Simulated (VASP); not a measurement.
# BiS4 (P1) in VASP: single point with PBE

Aim: the single point of BiS4 with PBE.

Program: VASP 6.6.1. These are calculated values, not measurements. Logs are shortened: lines on timing, memory, paths and dates and some standing lists are left out, and cuts for length are marked.

## 1. The cell of the first run

The typed cell holds 10 atoms: a = 4.483 Å, b = 5.685 Å, c = 12.074 Å, α = 92.87°, β = 89.74°, γ = 79.82°.

## 2. Single point, PBE

Contents of INCAR:

```
ALGO = Normal ; EDIFF = 1E-6
ENCUT = 520 ; GGA = PE
ISIF = 2 ; ISMEAR = 0
LASPH = True ; LCHARG = True
LELF = True ; LREAL = False
LVHAR = True ; LWAVE = False
NBANDS = 50 ; NELM = 100
PREC = Accurate ; SIGMA = 0.1
```

Contents of KPOINTS:

```
k-points
0
Gamma
  4 4 2
```

Contents of POSCAR:

```
BiS4
1.0
    4.4672389398      0.3589989006     -0.0936656474
    0.5507849521      5.6559023187     -0.1610083097
    0.3323649670     -0.2974173211     12.0660406084
Bi S
2 8
Direct
    0.7409881289      0.8904238659      0.0376292811
    0.1695940908      0.0339325057      0.5456490169
    0.9112026991      0.6592419295      0.7580522597
    0.6921764993      0.2358703557      0.4304390277
    0.4117221469      0.4198814376      0.5572509269
    0.1388800589     -0.0354000544      0.1958204424
    0.1640976520      0.6548254428      0.9023393115
    0.3448238168      0.6380312940      0.2461607399
    0.7796364630      1.0087422283      0.7109661872
    0.6468784445      0.4944509949      0.1156928070
```

Potentials or basis: VASP PAW PBE potentials, release 64 (Bi_d, S).

Run with:

```sh
$ cat potpaw_PBE.64/Bi_d/POTCAR potpaw_PBE.64/S/POTCAR > POTCAR
$ mpirun -np 1 vasp_std > vasp.out
```

OUTCAR:

```text
EDIFF = 1E-6
   ENCUT = 520
   GGA = PE
   ISIF = 2
   ISMEAR = 0
   LASPH = True
   LREAL = False
   NELM = 100
   PREC = Accurate

 ion  position               nearest neighbor table
   1  0.741  0.890  0.038-  10 2.58   7 2.63   6 2.69   6 3.25
   2  0.170  0.034  0.546-   5 2.61   9 2.67   4 2.67   4 3.13
   3  0.911  0.659  0.758-   9 2.08   7 2.08
   4  0.692  0.236  0.430-   5 2.09   2 2.67   2 3.13
   5  0.412  0.420  0.557-   4 2.09   2 2.61
   6  0.139  0.965  0.196-   8 2.04   1 2.69   1 3.25
   7  0.164  0.655  0.902-   3 2.08   1 2.63
   8  0.345  0.638  0.246-   6 2.04  10 2.11
   9  0.780  0.009  0.711-   3 2.08   2 2.67
  10  0.647  0.494  0.116-   8 2.11   1 2.58

  LATTYP: Found a triclinic cell.
 ALAT       =     4.4826194585
 B/A-ratio  =     2.8775027956
 C/A-ratio  =     1.2682178221
 COS(alpha) =     0.0145127175
 COS(beta)  =     0.1768221397
 COS(gamma) =     0.3518093886

  Lattice vectors:

 A1 = (  -4.4672389398,  -0.3589989006,   0.0936656474)
 A2 = (  -4.7996039068,  -0.0615815795, -11.9723749610)
 A3 = (  -0.5507849521,  -5.6559023187,   0.1610083097)

Analysis of symmetry for initial positions (statically):
=====================================================================
 Subroutine PRICEL returns:
 Original cell was already a primitive cell.

 Routine SETGRP: Setting up the symmetry group for a
 triclinic supercell.

 Subroutine GETGRP returns: Found  1 space group operations
 (whereof  1 operations were pure point group operations)
 out of a pool of  2 trial point group operations.

The static configuration has the point symmetry C_1 .

Analysis of symmetry for dynamics (positions and initial velocities):
=====================================================================
 Subroutine PRICEL returns:
 Original cell was already a primitive cell.

 Routine SETGRP: Setting up the symmetry group for a
 triclinic supercell.

 Subroutine GETGRP returns: Found  1 space group operations
 (whereof  1 operations were pure point group operations)
 out of a pool of  2 trial point group operations.

The dynamic configuration has the point symmetry C_1 .

 Subroutine INISYM returns: Found  1 space group operations
 (whereof  1 operations are pure point group operations),
 and found     1 'primitive' translations

----------------------------------------------------------------------------------------

                                     Primitive cell

  volume of cell :     302.4363

  direct lattice vectors                    reciprocal lattice vectors
     4.467238940  0.358998901 -0.093665647     0.225490359 -0.022151137 -0.006757248
     0.550784952  5.655902319 -0.161008310    -0.014230561  0.178328544  0.004787630
     0.332364967 -0.297417321 12.066040608     0.001560534  0.002207649  0.082888659

  length of vectors
     4.482619458  5.684937887 12.074280910     0.226676499  0.178959492  0.082932736

  position of ions in fractional coordinates (direct lattice)
     0.740988129  0.890423866  0.037629281
     0.169594091  0.033932506  0.545649017
     0.911202699  0.659241929  0.758052260
     0.692176499  0.235870356  0.430439028
     0.411722147  0.419881438  0.557250927
     0.138880059  0.964599946  0.195820442
     0.164097652  0.654825443  0.902339312
     0.344823817  0.638031294  0.246160740
     0.779636463  0.008742228  0.710966187
     0.646878444  0.494450995  0.115692807

  ion indices of the primitive-cell ions
   primitive index   ion index
                 1           1
                 2           2
                 3           3
                 4           4
                 5           5
                 6           6
                 7           7
                 8           8
                 9           9
                10          10

----------------------------------------------------------------------------------------

 KPOINTS: k-points

Automatic generation of k-mesh.
 Grid dimensions read from file:
 generate k-points for:    4    4    2

 Generating k-lattice:

  Cartesian coordinates                     Fractional coordinates (reciprocal lattice)
     0.056372590 -0.005537784 -0.001689312     0.250000000 -0.000000000  0.000000000
    -0.003557640  0.044582136  0.001196907     0.000000000  0.250000000  0.000000000
     0.000780267  0.001103824  0.041444330     0.000000000  0.000000000  0.500000000

  Length of vectors
     0.056669125  0.044739873  0.041466368

  Shift w.r.t. Gamma in fractional coordinates (k-lattice)
     0.000000000  0.000000000  0.000000000

 Subroutine IBZKPT returns following result:
 ===========================================

 Found     20 irreducible k-points:

 Following reciprocal coordinates:
            Coordinates               Weight
  0.000000  0.000000  0.000000      1.000000
  0.250000  0.000000 -0.000000      2.000000
  0.500000  0.000000 -0.000000      1.000000
 -0.000000  0.250000 -0.000000      2.000000
  0.250000  0.250000 -0.000000      2.000000
  0.500000  0.250000 -0.000000      2.000000
[... 12 lines left out ...]
  0.250000  0.500000  0.500000      2.000000
  0.500000  0.500000  0.500000      1.000000
   k-points           NKPTS =     20   k-points in BZ     NKDIM =     20   number of bands    NBANDS=     50
   number of dos      NEDOS =    301   number of ions     NIONS =     10
   total plane-waves  NPLWV = 136080
   dimension x,y,z NGX =    36 NGY =   42 NGZ =   90
   dimension x,y,z NGXF=    72 NGYF=   84 NGZF=  180
   ions per type =               2   8
   NGX,Y,Z   is equivalent  to a cutoff of  13.35, 12.28, 12.39 a.u.
   NGXF,Y,Z  is equivalent  to a cutoff of  26.70, 24.56, 24.78 a.u.
 SYSTEM =  unknown system
   PREC   = accura    normal or accurate (medium, high low for compatibility)
   ISTART =      0    job   : 0-new  1-cont  2-samecut
   ICHARG =      2    charge: 1-file 2-atom 10-const
   ISPIN  =      1    spin polarized calculation?
   LNONCOLLINEAR =      F non collinear calculations
   LSORBIT =      F    spin-orbit coupling
   LASPH  =      T    aspherical Exc in radial PAW
   ENCUT  =  520.0 eV  38.22 Ry    6.18 a.u.   8.33 10.57 22.45*2*pi/ulx,y,z
   NELM   =    100;   NELMIN=  2; NELMDL= -5     # of ELM steps
   EDIFF  = 0.1E-05   stopping-criterion for ELM
   LREAL  =      F    real-space projection
   EDIFFG = 0.1E-04   stopping-criterion for IOM
   NSW    =      0    number of steps for IOM
   IBRION =     -1    ionic relax: 0-MD 1-quasi-New 2-CG
   NFREE  =      0    steps in history (QN), initial steepest desc. (CG)
   ISIF   =      2    stress and relaxation
   ISYM   =      2    0-nonsym 1-usesym 2-fastsym
   POTIM  = 0.5000    time-step for ionic-motion
   TEBEG  =    0.0;   TEEND  =   0.0 temperature during run
   PSTRESS=    0.0 pullay stress
   NELECT =      78.0000    total number of electrons
   NUPDOWN=      -1.0000    fix difference up-down
   EMIN   =  10.00;   EMAX   =-10.00  energy-range for DOS
   EFERMI =   0.00;   METHOD = LEGACY
   ISMEAR =     0;   SIGMA  =   0.10  broadening in eV -4-tet -1-fermi 0-gaus
   EFERMI_NEDOS =   21; number of points for ismear=-14 and -15
   IALGO  =     38    algorithm
   IMIX   =      4    mixing-type and parameters
     AMIX     =   0.40;   BMIX     =  1.00
     AMIX_MAG =   1.60;   BMIX_MAG =  1.00
  volume/ion in A,a.u.               =      30.24       204.09
  Fermi-wavevector in a.u.,A,eV,Ry     =   1.042066  1.969219 14.774578  1.085901
  Thomas-Fermi vector in A             =   2.176714
   LORBIT       =      0    0 simple, 1 ext, 2 COOP (PROOUT), +10 PAW based schemes
   GGA     = PE    functional components
   LHFCALC =     F    Hartree Fock is set to
   AEXX    =    0.0000 exact exchange contribution
   IVDW    =     0    specifies the selected vdW correction
   LEPSILON=     F    determine dielectric tensor
   LRPA    =     F    only Hartree local field effects (RPA)
 non-spin polarized calculation
 Gauss-broadening in eV      SIGMA  =   0.10
  energy-cutoff  :      520.00
  volume of cell :      302.44
 maximum number of plane-waves:      8170
 NGX is ok and might be reduce to    36
   NGX = 17   NGY = 21   NGZ = 45

 number of electron      78.0000005 magnetization

 Free energy of the ion-electron system (eV)
  ---------------------------------------------------
  ext. energy  EPLUGINS =         0.00000000
  ---------------------------------------------------
  free energy    TOTEN  =       -41.15632530 eV

  energy without entropy =      -41.15632530  energy(sigma->0) =      -41.15632530

 E-fermi :   3.0498     XC(G=0):  -8.0576

 val. band max:        2.5718893711   @ k =   0.5000   0.0000   0.5000
 cond. band min:       3.8113014288   @ k =   0.0000   0.0000   0.0000
 fundamental gap:      1.2394120577
 Fermi energy:         3.0497507904

 k-point     1 :       0.0000    0.0000    0.0000
  band No.  band energies     occupation
      1     -20.5509      2.00000
      2     -20.5264      2.00000
      3     -20.4938      2.00000
      4     -20.4701      2.00000
      5     -20.4484      2.00000
      6     -20.3847      2.00000
[... 42 lines left out ...]
     49       6.5461      0.00000
     50       6.6585      0.00000

 k-point     2 :       0.2500    0.0000   -0.0000
  band No.  band energies     occupation
      1     -20.5515      2.00000
      2     -20.5290      2.00000
      3     -20.4887      2.00000
      4     -20.4705      2.00000
      5     -20.4490      2.00000
      6     -20.3871      2.00000
[... 42 lines left out ...]
     49       6.4990      0.00000
     50       6.8147      0.00000

 k-point     3 :       0.5000    0.0000   -0.0000
  band No.  band energies     occupation
      1     -20.5521      2.00000
      2     -20.5317      2.00000
      3     -20.4841      2.00000
      4     -20.4705      2.00000
      5     -20.4495      2.00000
      6     -20.3899      2.00000
[... 42 lines left out ...]
     49       6.5957      0.00000
     50       6.8973      0.00000

 k-point     4 :      -0.0000    0.2500   -0.0000
  band No.  band energies     occupation
      1     -20.5506      2.00000
      2     -20.5264      2.00000
      3     -20.4935      2.00000
      4     -20.4700      2.00000
      5     -20.4484      2.00000
      6     -20.3843      2.00000
[... 787 lines left out ...]
 k-point    19 :       0.2500    0.5000    0.5000
  band No.  band energies     occupation
      1     -20.5509      2.00000
      2     -20.5291      2.00000
      3     -20.4881      2.00000
      4     -20.4705      2.00000
      5     -20.4491      2.00000
      6     -20.3864      2.00000
[... 42 lines left out ...]
     49       6.3169      0.00000
     50       6.4423      0.00000

 k-point    20 :       0.5000    0.5000    0.5000
  band No.  band energies     occupation
      1     -20.5516      2.00000
      2     -20.5318      2.00000
      3     -20.4833      2.00000
      4     -20.4706      2.00000
      5     -20.4496      2.00000
      6     -20.3893      2.00000
[... 42 lines left out ...]
     49       6.4306      0.00000
     50       6.5772      0.00000

------------------------ aborting loop because EDIFF is reached ----------------------------------------

  FORCE on cell =-STRESS in cart. coord.  units (eV):
  Direction    XX          YY          ZZ          XY          YZ          ZX
  --------------------------------------------------------------------------------------
  -------------------------------------------------------------------------------------
  Total       -0.2549178     -0.4962150     -0.3293495      0.2107305      0.0168561      0.0560984
  in kB       -1.3504450     -2.6287341     -1.7447523      1.1163598      0.0892965      0.2971850
  external PRESSURE =      -1.9079771 kB  Pullay stress =       0.0000000 kB

 VOLUME and BASIS-vectors are now :
 -----------------------------------------------------------------------------
  energy-cutoff  :      520.00
  volume of cell :      302.44
      direct lattice vectors                 reciprocal lattice vectors
     4.467238940  0.358998901 -0.093665647     0.225490359 -0.022151137 -0.006757248
     0.550784952  5.655902319 -0.161008310    -0.014230561  0.178328544  0.004787630
     0.332364967 -0.297417321 12.066040608     0.001560534  0.002207649  0.082888659

 POSITION                                       TOTAL-FORCE (eV/Angst)
 -----------------------------------------------------------------------------------
      3.81311      5.29097      0.24127         0.008036     -0.014192     -0.005940
      0.95766      0.09052      6.56247         0.032184     -0.024523     -0.016375
      4.68561      3.83027      8.95520         0.036143      0.126601      0.042828
      3.36509      1.45453      5.09088        -0.064528      0.051736      0.102886
      2.25574      2.35688      6.61764         0.039700     -0.046654     -0.079723
      1.21678      5.44730      2.19446         0.039705     -0.095737      0.052455
      1.39364      3.49417     10.76686        -0.057763     -0.021200     -0.092115
      1.97364      3.65922      2.83516         0.001199      0.076136     -0.112551
      3.72394      0.11788      8.50411         0.010847     -0.094811      0.029222
      3.20055      2.99439      1.25575        -0.045523      0.042643      0.079313
 -----------------------------------------------------------------------------------
    total drift:                                0.001845      0.001767      0.000494

  FREE ENERGIE OF THE ION-ELECTRON SYSTEM (eV)
  ---------------------------------------------------
  free  energy   TOTEN  =       -41.1563252988 eV

  energy  without entropy=      -41.1563252988  energy(sigma->0) =      -41.15632530
```

Run time: 3.2 min. Hardware: 1 thread of Intel Xeon 6975P-C (Granite Rapids), shared host; peak memory 0.46 GiB.

What came out:

* Free energy: -41.1563 eV
* Pressure: -0.2 GPa
* Largest force: 0.138 eV/Å
* Band gap on the k mesh: 1.24 eV (least direct gap 1.50 eV)

Forces on the atoms (eV/Å):
```
Bi   0.008 -0.014 -0.006
Bi   0.032 -0.025 -0.016
S    0.036  0.127  0.043
S   -0.065  0.052  0.103
S    0.040 -0.047 -0.080
S    0.040 -0.096  0.052
S   -0.058 -0.021 -0.092
S    0.001  0.076 -0.113
S    0.011 -0.095  0.029
S   -0.046  0.043  0.079
```

Stress tensor (GPa, compression positive):
```
-0.14  0.11  0.03
 0.11 -0.26  0.01
 0.03  0.01 -0.17
```

Levels at points of the mesh, in eV from the valence-band top:
```csv
k point,band 35,band 36,band 37,band 38,band 39,band 40,band 41,band 42,band 43,band 44
"(0.00, 0.00, 0.00)",-1.48,-1.38,-0.83,-0.58,-0.38,1.24,1.93,2.00,2.42,2.66
"(0.50, 0.00, 0.00)",-1.47,-1.22,-0.59,-0.42,-0.15,1.72,2.19,2.45,2.59,2.99
"(0.00, 0.50, 0.00)",-1.36,-1.21,-0.91,-0.77,-0.23,1.27,1.60,1.80,2.20,2.35
"(0.50, 0.50, 0.00)",-1.36,-0.73,-0.53,-0.27,-0.12,1.81,1.94,2.26,2.34,2.56
"(0.00, 0.00, 0.50)",-1.51,-1.32,-0.82,-0.59,-0.36,1.50,1.65,2.00,2.50,2.65
"(0.50, 0.00, 0.50)",-1.34,-1.25,-0.60,-0.47,0.00,1.63,2.16,2.34,2.44,3.10
"(0.00, 0.50, 0.50)",-1.38,-1.20,-0.95,-0.73,-0.25,1.30,1.52,1.91,2.14,2.37
"(0.50, 0.50, 0.50)",-1.42,-0.85,-0.38,-0.25,-0.08,1.76,2.08,2.16,2.23,2.55
```

Caveat: spin-orbit coupling is left out, which moves the levels of the heavy elements.
